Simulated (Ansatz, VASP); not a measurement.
# Two plane-wave programs on PbSe

```
Pb Se
1.0
     0.00000    3.08527    3.08527
     3.08527    0.00000    3.08527
     3.08527    3.08527    0.00000
Pb Se
1 1
Cartesian
  0.0000 0.0000 0.0000
  3.0853 3.0853 3.0853
```

Alike in both runs: task single point; functional LDA; k mesh 10 × 10 × 10; occupations gaussian, width 0.01 eV; non-collinear spin, spin-orbit coupling.

|  | VASP | Ansatz |
| --- | --- | --- |
| version | VASP 6.6.1 | Ansatz 0.2.0 |
| potentials or method | VASP PAW LDA potentials, release 64 (Pb_d, Se) | plane waves, PAW |
| plane-wave cutoff (eV) | 520 | 420 |
| valence electrons in the cell | 20 | 30 |

|  | VASP | Ansatz | Ansatz less VASP |
| --- | --- | --- | --- |
| net moment per atom (μB) | 0.00 | 0.00 | 0.000 |

LDA's correlation is that of Perdew and Zunger in VASP and of Perdew and Wang (1992) in Ansatz. VASP's potentials hold 20 valence electrons a cell and Ansatz's 30, so a difference there can come from the potentials and not from the codes.
